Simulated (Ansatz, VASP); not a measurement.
# Two plane-wave programs on Mn2Te3S

```
Mn Te S
1.0
    -2.44260    4.58169    3.84953
     2.44260   -4.58169    3.84953
     2.44260    4.58169   -3.84953
Mn Te S
2 3 1
Cartesian
  0.0000 0.0000 6.1153
  0.0000 0.0000 1.5838
  2.4426 0.0000 0.0000
  0.0000 2.1742 0.0000
  0.0000 6.9892 0.0000
  0.0000 0.0000 3.8495
```

Alike in both runs: functional PBE; k mesh 3 × 3 × 3; occupations gaussian, width 0.15 eV; collinear spin.

Ansatz relaxed the structure, and its values are those at the end. VASP's run is a single point on that final structure, the one shown.

|  | VASP | Ansatz |
| --- | --- | --- |
| version | VASP 6.6.1 | Ansatz 0.2.0 |
| potentials or method | VASP PAW PBE potentials, release 64 (Mn_pv, Te, S), cutoff 520 eV | scalar-relativistic, plane waves, PAW |
| valence electrons in the cell | 50 | 84 |

VASP gave:

- gap on the k mesh at the Fermi level (eV): none
- pressure (GPa): 0.1
- rms of the force components (eV/Å): 0.017
- net moment per atom (μB): 1.39
- size of the moment on the site where the two differ most (μB): 3.87

Task: Which values does Ansatz return?

Result: gap on the k mesh at the Fermi level (eV): none; pressure (GPa): 0.1; rms of the force components (eV/Å): 0.021; net moment per atom (μB): 1.39; size of the moment on the site where the two differ most (μB): 3.61.

Site moments also hang on the region over which each program counts them. A gap of «none» marks a metal or a gap that the smearing closes. VASP's potentials hold 50 valence electrons a cell and Ansatz's 84, so a difference there can come from the potentials and not from the codes.

The k mesh is coarse, so the values compare programs but aren't converged. Neither program's run includes spin-orbit coupling.
